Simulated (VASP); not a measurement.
# MgZnS (P4/nmm) in VASP: notebook

The runs below take MgZnS through relaxation of cell and atoms, single point, with PBE.

All numbers are computed with VASP 6.6.1; they aren't measurements. Logs are shortened: lines on timing, memory, paths and dates and some standing lists are left out, and cuts for length are marked.

### 1 The cell of the first run

The structure is tetragonal, space group P4/nmm (No. 129). The conventional cell has a = 3.636 Å, b = 3.636 Å, c = 8.207 Å, α = 90.00°, β = 90.00°, γ = 90.00°. Mg (site symmetry 4mm) has 5 S at 2.57 to 2.69 Å and 1 Zn at 3.00 Å within 3.4 Å. Zn (site symmetry 4mm) has 1 S at 2.52 Å and 4 Zn at 2.63 Å and 1 Mg at 3.00 Å within 3.3 Å. S (site symmetry 4mm) has 1 Zn at 2.52 Å and 5 Mg at 2.57 to 2.69 Å within 3.3 Å.

The cell was built from a structure type or drawn by symmetry, and may not be a known phase.

### 2 Relaxation of cell and atoms, PBE

INCAR

```
ALGO     = Normal         # electronic algorithm
EDIFF    = 1E-7           # SCF threshold, eV
EDIFFG   = -0.01          # ionic threshold
ENCUT    = 600            # plane-wave cutoff, eV
GGA      = PE             # functional
IBRION   = 2              # ionic algorithm
ISIF     = 3              # what is computed and relaxed
ISMEAR   = 0              # smearing method
LASPH    = True           # aspherical terms in the spheres
LCHARG   = False          # write CHGCAR
LREAL    = False          # projectors in reciprocal space
LWAVE    = False          # write WAVECAR
NELM     = 60             # most SCF steps
NSW      = 100            # ionic steps
PREC     = Accurate       # precision mode
SIGMA    = 0.1            # smearing width, eV
```

KPOINTS

```
k-points
0
Gamma
  8 8 4
```

POSCAR

```
MgZnS
1.0
    3.6356107961      0.0000000000      0.0000000000
    0.0000000000      3.6356107961      0.0000000000
    0.0000000000      0.0000000000      8.2073285648
Mg Zn S
2 2 2
Direct
    0.5000000000      0.0000000000      0.8309581644
    0.0000000000      0.5000000000      0.1690418356
    0.0000000000      0.5000000000      0.5346832853
    0.5000000000      0.0000000000      0.4653167147
    0.0000000000      0.5000000000      0.8415996973
    0.5000000000      0.0000000000      0.1584003027
```

Potentials or basis: VASP PAW PBE potentials, release 64 (Mg, Zn, S).

The run is started by

```
> cat potpaw_PBE.64/Mg/POTCAR potpaw_PBE.64/Zn/POTCAR potpaw_PBE.64/S/POTCAR > POTCAR
> mpirun -np 1 vasp_std > vasp.out
```

OUTCAR:

```text
EDIFF = 1E-7
   EDIFFG = -0.01
   ENCUT = 600
   GGA = PE
   IBRION = 2
   ISIF = 3
   ISMEAR = 0
   LASPH = True
   LREAL = False
   NELM = 60
   NSW = 100
   PREC = Accurate

 ion  position               nearest neighbor table
   1  0.500  0.000  0.831-   5 2.57   5 2.57   5 2.57   5 2.57   6 2.69   4 3.00
   2  0.000  0.500  0.169-   6 2.57   6 2.57   6 2.57   6 2.57   5 2.69   3 3.00
   3  0.000  0.500  0.535-   5 2.52   4 2.63   4 2.63   4 2.63   4 2.63   2 3.00
   4  0.500  0.000  0.465-   6 2.52   3 2.63   3 2.63   3 2.63   3 2.63   1 3.00
   5  0.000  0.500  0.842-   3 2.52   1 2.57   1 2.57   1 2.57   1 2.57   2 2.69
   6  0.500  0.000  0.158-   4 2.52   2 2.57   2 2.57   2 2.57   2 2.57   1 2.69

  LATTYP: Found a simple tetragonal cell.
 ALAT       =     3.6356107961
 C/A-ratio  =     2.2574827244

  Lattice vectors:

 A1 = (   3.6356107961,   0.0000000000,   0.0000000000)
 A2 = (   0.0000000000,   3.6356107961,   0.0000000000)
 A3 = (   0.0000000000,   0.0000000000,   8.2073285648)

Analysis of symmetry for initial positions (statically):
=====================================================================
 Subroutine PRICEL returns:
 Original cell was already a primitive cell.

 Routine SETGRP: Setting up the symmetry group for a
 simple tetragonal supercell.

 Subroutine GETGRP returns: Found 16 space group operations
 (whereof  8 operations were pure point group operations)
 out of a pool of 16 trial point group operations.

The static configuration has the point symmetry D_2d.
 The point group associated with its full space group is D_4h.

Analysis of symmetry for dynamics (positions and initial velocities):
=====================================================================
 Subroutine PRICEL returns:
 Original cell was already a primitive cell.

 Routine SETGRP: Setting up the symmetry group for a
 simple tetragonal supercell.

 Subroutine GETGRP returns: Found 16 space group operations
 (whereof  8 operations were pure point group operations)
 out of a pool of 16 trial point group operations.

The dynamic configuration has the point symmetry D_2d.
 The point group associated with its full space group is D_4h.

 Subroutine INISYM returns: Found 16 space group operations
 (whereof  8 operations are pure point group operations),
 and found     1 'primitive' translations

----------------------------------------------------------------------------------------

                                     Primitive cell

[... 122 lines left out ...]
   LORBIT       =      0    0 simple, 1 ext, 2 COOP (PROOUT), +10 PAW based schemes
   GGA     = PE    functional components
   LHFCALC =     F    Hartree Fock is set to
   AEXX    =    0.0000 exact exchange contribution
   IVDW    =     0    specifies the selected vdW correction
   LEPSILON=     F    determine dielectric tensor
   LRPA    =     F    only Hartree local field effects (RPA)
 conjugate gradient relaxation of ions
 non-spin polarized calculation
 Gauss-broadening in eV      SIGMA  =   0.10
  energy-cutoff  :      600.00
  volume of cell :      108.48
 maximum number of plane-waves:      3644
 NGX is ok and might be reduce to    30

--------------------------------------- Ionic step        1  -------------------------------------------

 number of electron      39.9999984 magnetization

 Free energy of the ion-electron system (eV)
  ---------------------------------------------------
  ext. energy  EPLUGINS =         0.00000000
  ---------------------------------------------------
  free energy    TOTEN  =       -18.14327137 eV

  energy without entropy =      -18.13797480  energy(sigma->0) =      -18.14062309

------------------------ aborting loop because EDIFF is reached ----------------------------------------

  FORCE on cell =-STRESS in cart. coord.  units (eV):
  Direction    XX          YY          ZZ          XY          YZ          ZX
  --------------------------------------------------------------------------------------
  -------------------------------------------------------------------------------------
  Total        0.0847910      0.0847910     -0.3983111      0.0000000      0.0000000     -0.0000000
  in kB        1.2522869      1.2522869     -5.8826961      0.0000000      0.0000000     -0.0000000
  external PRESSURE =      -1.1260408 kB  Pullay stress =       0.0000000 kB
[... 101 lines left out ...]
  FREE ENERGIE OF THE ION-ELECTRON SYSTEM (eV)
  ---------------------------------------------------
  free  energy   TOTEN  =       -18.1447964790 eV

  energy  without entropy=      -18.1395587591  energy(sigma->0) =      -18.14217762

[... ionic steps 4 to 9 ...]

--------------------------------------- Ionic step       10  -------------------------------------------

 number of electron      39.9999983 magnetization

------------------------ aborting loop because EDIFF is reached ----------------------------------------
[... 75 lines left out ...]
--------------------------------------- Ionic step       12  -------------------------------------------

 number of electron      39.9999983 magnetization

 Free energy of the ion-electron system (eV)
  ---------------------------------------------------
  ext. energy  EPLUGINS =         0.00000000
  ---------------------------------------------------
  free energy    TOTEN  =       -18.14542733 eV

  energy without entropy =      -18.14027517  energy(sigma->0) =      -18.14285125

 E-fermi :   4.4893     XC(G=0):  -9.9438

 val. band max:        4.4334529513   @ k =   0.5000   0.3750   0.0000
 cond. band min:       4.5450902539   @ k =   0.5000   0.3750   0.2500
 fundamental gap:      0.1116373026
 Fermi energy:         4.4893082767

 k-point     1 :       0.0000    0.0000    0.0000
  band No.  band energies     occupation
      1     -10.1517      2.00000
      2      -9.3307      2.00000
      3      -3.6209      2.00000
      4      -3.3101      2.00000
      5      -3.3049      2.00000
      6      -3.1082      2.00000
[... 637 lines left out ...]
     23       8.2634      0.00000
     24       8.2634      0.00000

 [... further k-points ...]

------------------------ aborting loop because EDIFF is reached ----------------------------------------

  FORCE on cell =-STRESS in cart. coord.  units (eV):
  Direction    XX          YY          ZZ          XY          YZ          ZX
  --------------------------------------------------------------------------------------
  -------------------------------------------------------------------------------------
  Total       -0.0276874     -0.0276874     -0.0356794      0.0000000      0.0000000     -0.0000000
  in kB       -0.4105432     -0.4105432     -0.5290472      0.0000000      0.0000000     -0.0000000
  external PRESSURE =      -0.4500445 kB  Pullay stress =       0.0000000 kB
[... 21 lines left out ...]
  FREE ENERGIE OF THE ION-ELECTRON SYSTEM (eV)
  ---------------------------------------------------
  free  energy   TOTEN  =       -18.1454273289 eV

  energy  without entropy=      -18.1402751745  energy(sigma->0) =      -18.14285125

 reached required accuracy - stopping structural energy minimisation
```

OSZICAR:

```text
N       E                     dE             d eps       ncg     rms          rms(c)
DAV:   1     0.254516813484E+03    0.25452E+03   -0.19999E+04  2160   0.201E+03
DAV:   2     0.737902520994E+01   -0.24714E+03   -0.24320E+03  2272   0.382E+02
DAV:   3    -0.185536304560E+02   -0.25933E+02   -0.25758E+02  2656   0.113E+02
[... 102 lines left out ...]
DAV:   1    -0.181454620426E+02   -0.68107E-04   -0.50017E-02  2160   0.147E+00    0.476E-02
DAV:   2    -0.181454355082E+02    0.26534E-04   -0.20425E-04  2696   0.243E-01    0.170E-02
DAV:   3    -0.181454299041E+02    0.56041E-05   -0.17081E-05  2440   0.313E-02    0.828E-03
DAV:   4    -0.181454273947E+02    0.25094E-05   -0.36259E-06  2488   0.159E-02    0.334E-03
DAV:   5    -0.181454273289E+02    0.65853E-07   -0.90022E-07  2800   0.161E-02
  12 F= -.18145427E+02 E0= -.18142851E+02  d E =-.572409E-04
```

CONTCAR:

```text
MgZnS
   1.00000000000000
     3.6391990207074931    0.0000000000000000   -0.0000000000000000
     0.0000000000000000    3.6391990207074931    0.0000000000000000
     0.0000000000000000    0.0000000000000000    8.1587258753073399
  Mg              Zn              S
     2     2     2
Direct
     0.5000000000000000    0.0000000000000000    0.8282771826500803
     0.0000000000000000    0.5000000000000000    0.1717228173499197
     0.0000000000000000    0.5000000000000000    0.5357483348549583
     0.5000000000000000    0.0000000000000000    0.4642516651450415
     0.0000000000000000    0.5000000000000000    0.8412891421556167
     0.5000000000000000    0.0000000000000000    0.1587108578443835

  0.00000000E+00  0.00000000E+00  0.00000000E+00
  0.00000000E+00  0.00000000E+00  0.00000000E+00
  0.00000000E+00  0.00000000E+00  0.00000000E+00
  0.00000000E+00  0.00000000E+00  0.00000000E+00
  0.00000000E+00  0.00000000E+00  0.00000000E+00
  0.00000000E+00  0.00000000E+00  0.00000000E+00
```

It took 9.3 min on 1 thread of Intel Xeon Platinum 8488C (Sapphire Rapids), shared host; peak memory 0.35 GiB.

What came out:

```
Free energy                           : -18.1454 eV
Relaxed volume                        : 18.01 Å³/atom
Relaxed cell                          : a = 3.639 Å, b = 3.639 Å, c = 8.159 Å, α = 90.00°, β = 90.00°, γ = 90.00°
Space group after relaxing (to 0.1 Å) : P4/nmm (No. 129)
Energy gained by relaxing             : 0.4 meV/atom
Ionic steps                           : 12
Pressure after relaxing               : 0.0 GPa
Largest force after relaxing          : 0.004 eV/Å
Band gap on the k mesh                : zero (bands 20 and 21 overlap by 2.43 eV)
```

Forces on the atoms (eV/Å):
```
Mg   0.000  0.000  0.002
Mg   0.000  0.000 -0.002
Zn   0.000  0.000  0.004
Zn   0.000  0.000 -0.004
S    0.000  0.000  0.003
S    0.000  0.000 -0.003
```

The path:
```
step  energy change (eV)  largest force (eV/Å)  pressure (GPa)  volume (Å³)
   1              0.0000                0.0498           -0.11       108.48
   2             -0.0012                0.0270           -0.04       108.28
   3             -0.0015                0.0310            0.03       108.12
   4             -0.0015                0.0308            0.03       108.13
   5             -0.0016                0.0262            0.00       108.18
   6             -0.0018                0.0136           -0.13       108.34
   7             -0.0018                0.0119           -0.12       108.31
   8             -0.0020                0.0121           -0.06       108.20
   9             -0.0021                0.0178            0.03       108.00
  10             -0.0021                0.0173            0.02       108.01
  11             -0.0021                0.0140            0.00       108.02
  12             -0.0022                0.0044           -0.05       108.05
```

Final structure:
```
CELL_PARAMETERS angstrom
3.63920 0.00000 0.00000
0.00000 3.63920 0.00000
0.00000 0.00000 8.15873
ATOMIC_POSITIONS crystal
Mg 0.50000 0.00000 0.82828
Mg 0.00000 0.50000 0.17172
Zn 0.00000 0.50000 0.53575
Zn 0.50000 0.00000 0.46425
S 0.00000 0.50000 0.84129
S 0.50000 0.00000 0.15871
```

### 3 Single point, PBE

This run uses another cell than the first one: it holds 12 atoms, not 6.

INCAR

```
PREC = Accurate
ENCUT = 520
EDIFF = 1E-6
ISMEAR = 0
SIGMA = 0.2
LREAL = F
LASPH = T
NELM = 100
ALGO = Normal
ISIF = 2
LWAVE = F
LCHARG = T
GGA = PE
LELF = T
LVHAR = T
NBANDS = 52
```

KPOINTS

```
Automatic mesh
0
Gamma
  6 4 4
```

POSCAR

```
MgZnS
1.0
    3.6419124537      0.0000000000      0.0000000000
    0.0000000000      7.2838249073      0.0000000000
    0.0000000000      0.0000000000      8.1594203475
Mg Zn S
4 4 4
Direct
    0.5000000000      0.0000000000      0.8284927647
    0.5000000000      0.5000000000      0.8284927647
    0.0000000000      0.2500000000      0.1715072353
    1.0000000000      0.7500000000      0.1715072353
    0.0000000000      0.2500000000      0.5359909247
    0.0000000000      0.7500000000      0.5359909247
    0.5000000000      0.5000000000      0.4640090753
    0.5000000000      0.0000000000      0.4640090753
    0.0000000000      0.2500000000      0.8410113626
    1.0000000000      0.7500000000      0.8410113626
    0.5000000000      0.0000000000      0.1589886374
    0.5000000000      0.5000000000      0.1589886374
```

Potentials or basis: VASP PAW PBE potentials, release 64 (Mg, Zn, S).

The run is started by

```
> cat potpaw_PBE.64/Mg/POTCAR potpaw_PBE.64/Zn/POTCAR potpaw_PBE.64/S/POTCAR > POTCAR
> mpirun -np 1 vasp_std > vasp.out
```

Wall time 3.9 min (1 thread of Intel Xeon Platinum 8488C (Sapphire Rapids), shared host); peak memory 0.48 GiB.

Results (log left out):

- Free energy: -36.3081 eV
- Pressure: -0.2 GPa
- Largest force: 0.013 eV/Å
- Band gap on the k mesh: zero (bands 40 and 41 overlap by 2.41 eV)

Forces on the atoms (eV/Å):
```
Mg   0.000  0.000  0.013
Mg   0.000  0.000  0.013
Mg   0.000  0.000 -0.013
Mg   0.000  0.000 -0.013
Zn   0.000  0.000  0.004
Zn   0.000  0.000  0.004
Zn   0.000  0.000 -0.004
Zn   0.000  0.000 -0.004
S    0.000  0.000  0.001
S    0.000  0.000  0.001
S    0.000  0.000 -0.001
S    0.000  0.000 -0.001
```

Stress tensor (GPa, compression positive):
```
-0.88  0.00  0.00
 0.00  0.13  0.00
 0.00  0.00  0.08
```

Levels at points of the mesh, in eV from the Fermi level:
```csv
k point,band 37,band 38,band 39,band 40,band 41,band 42,band 43,band 44
"(0.00, 0.00, 0.00)",-2.73,-2.32,-2.32,1.00,1.62,1.68,1.68,1.89
"(0.50, 0.00, 0.00)",-2.32,-2.32,-1.53,-1.53,-1.41,-1.41,1.68,1.68
"(0.00, 0.50, 0.00)",-2.68,-2.68,-0.86,-0.86,1.91,1.91,2.38,2.38
"(0.50, 0.50, 0.00)",-2.27,-2.27,-2.27,-2.27,1.60,1.60,1.60,1.60
"(0.00, 0.00, 0.50)",-2.82,-2.82,-2.26,-0.29,1.14,2.81,2.88,2.88
"(0.50, 0.00, 0.50)",-2.82,-2.82,-1.00,-1.00,-0.95,-0.95,0.70,0.70
"(0.00, 0.50, 0.50)",-2.46,-2.46,-0.68,-0.68,1.12,1.12,2.00,2.00
"(0.50, 0.50, 0.50)",-2.68,-2.68,-2.68,-2.68,1.09,1.09,1.09,1.09
```

### 4 Single point, PBE

This run uses another cell than the first one: it holds 12 atoms, not 6.

INCAR

```
PREC = Accurate
ENCUT = 600
EDIFF = 1E-6
ISMEAR = 0
SIGMA = 0.2
LREAL = F
LASPH = T
NELM = 120
ALGO = Normal
ISIF = 2
LWAVE = F
LCHARG = T
GGA = PE
LELF = T
LVHAR = T
NBANDS = 52
GGA_COMPAT = F
```

KPOINTS is that of step 3.

POSCAR

```
MgZnS
1.0
    3.6419124339      0.0000000000      0.0000000000
    0.0000000000      7.2838248678      0.0000000000
    0.0000000000      0.0000000000      8.1594203713
Mg Zn S
4 4 4
Direct
    0.5000000000      0.0000000000      0.8284927710
    0.5000000000      0.5000000000      0.8284927710
    0.0000000000      0.2500000000      0.1715072290
    0.0000000000      0.7500000000      0.1715072290
    0.0000000000      0.2500000000      0.5359909422
    0.0000000000      0.7500000000      0.5359909422
    0.5000000000      0.5000000000      0.4640090578
    0.5000000000      0.0000000000      0.4640090578
    0.0000000000      0.2500000000      0.8410113420
    0.0000000000      0.7500000000      0.8410113420
    0.5000000000      0.0000000000      0.1589886580
    0.5000000000      0.5000000000      0.1589886580
```

The run is started by

```
> cat potpaw_PBE.64/Mg/POTCAR potpaw_PBE.64/Zn/POTCAR potpaw_PBE.64/S/POTCAR > POTCAR
> mpirun -np 1 vasp_std > vasp.out
```

Run time: 5.6 min. Hardware: 1 thread of AMD EPYC 9R45 (Zen 5), shared host; peak memory 0.58 GiB.

It converged, with:

```yaml
Free_energy: -36.3083 eV
Pressure: -0.2 GPa
Largest_force: 0.013 eV/Å
Band_gap_on_the_k_mesh: zero (bands 40 and 41 overlap by 2.41 eV)
```

Forces in eV/Å, atoms in the order of the input:
```
Mg   0.000  0.000  0.013
Mg   0.000  0.000  0.013
Mg   0.000  0.000 -0.013
Mg   0.000  0.000 -0.013
Zn   0.000  0.000  0.004
Zn   0.000  0.000  0.004
Zn   0.000  0.000 -0.004
Zn   0.000  0.000 -0.004
S    0.000  0.000  0.001
S    0.000  0.000  0.001
S    0.000  0.000 -0.001
S    0.000  0.000 -0.001
```

Stress tensor (GPa, compression positive):
```
-0.89  0.00  0.00
 0.00  0.13  0.00
 0.00  0.00  0.07
```

Levels at points of the mesh, in eV from the Fermi level:
| k point | band 36 | band 37 | band 38 | band 39 | band 40 | band 41 | band 42 | band 43 | band 44 | band 45 |
| --- | --- | --- | --- | --- | --- | --- | --- | --- | --- | --- |
| (0.00, 0.00, 0.00) | -2.73 | -2.73 | -2.32 | -2.32 | 1.00 | 1.62 | 1.68 | 1.68 | 1.89 | 2.76 |
| (0.50, 0.00, 0.00) | -2.83 | -2.32 | -2.32 | -1.53 | -1.53 | -1.41 | -1.41 | 1.68 | 1.68 | 2.41 |
| (0.00, 0.50, 0.00) | -3.02 | -2.68 | -2.68 | -0.86 | -0.86 | 1.91 | 1.91 | 2.38 | 2.38 | 3.13 |
| (0.50, 0.50, 0.00) | -4.19 | -2.27 | -2.27 | -2.27 | -2.27 | 1.60 | 1.60 | 1.60 | 1.60 | 2.43 |
| (0.00, 0.00, 0.50) | -2.83 | -2.82 | -2.82 | -2.26 | -0.29 | 1.14 | 2.81 | 2.88 | 2.88 | 3.12 |
| (0.50, 0.00, 0.50) | -3.35 | -2.82 | -2.82 | -1.00 | -1.00 | -0.95 | -0.95 | 0.70 | 0.70 | 2.88 |
| (0.00, 0.50, 0.50) | -2.74 | -2.46 | -2.46 | -0.68 | -0.68 | 1.12 | 1.12 | 2.00 | 2.00 | 3.87 |
| (0.50, 0.50, 0.50) | -4.03 | -2.68 | -2.68 | -2.68 | -2.68 | 1.09 | 1.09 | 1.09 | 1.09 | 2.85 |

### 5 The runs side by side

```csv
task,cell,k mesh,cutoff (eV),smearing,gap on the mesh (eV),pressure (GPa),largest force (eV/Å)
relaxation of cell and atoms,"relaxed from a = 3.636, b = 3.636, c = 8.207 Å, 6 atoms, atomic positions A",8 × 8 × 4,600,gaussian 0.1 eV,none,0.0,-
single point,"a = 3.642, b = 7.284, c = 8.159 Å, 12 atoms, atomic positions B",6 × 4 × 4,520,gaussian 0.2 eV,none,-0.2,0.01
single point,"a = 3.642, b = 7.284, c = 8.159 Å, 12 atoms, atomic positions B",6 × 4 × 4,600,gaussian 0.2 eV,none,-0.2,0.01
```

Alike in all rows: level PBE; potentials or basis VASP PAW PBE potentials, release 64 (Mg, Zn, S); no spin polarisation.

Absolute energies hang on the potentials; compare differences alone.
